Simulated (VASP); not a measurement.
The system is BaTe.

```
CELL_PARAMETERS angstrom
4.84902 0.00000 0.00000
-2.42451 4.19938 0.00000
0.00000 0.00000 8.60694
ATOMIC_POSITIONS crystal
Ba 0.66667 0.33333 0.75000
Ba 0.33333 0.66667 0.25000
Te 0.00000 0.00000 0.00000
Te 0.00000 0.00000 0.50000
```

Base run:

```yaml
Program: VASP 6.6.1
Functional: r2SCAN
Potentials_or_basis: VASP PAW PBE potentials, release 64 (Ba_sv, Te)
Cutoff: 520 eV
k_mesh: 6 × 6 × 4
Occupations: gaussian, width 0.02 eV
Spin: no spin polarisation
```

Its results: band gap on the k mesh 1.60 eV, indirect (least direct gap 1.92 eV); pressure 0.3 GPa.

Task: The run is repeated on the same cell with these changes: functional from r2SCAN to PBE. What comes out?

Result: Band gap on the k mesh 1.31 eV, indirect (least direct gap 1.63 eV); pressure 0.3 GPa.

r2SCAN gives the wider gap, since meta-GGAs in the generalised Kohn-Sham scheme recover part of the derivative discontinuity.

Caveats: spin-orbit coupling is left out, which moves the levels of the heavy elements; the PAW data sets were made with another functional, which shifts forces and pressure a little (some runs).

A k mesh can miss the band edges.
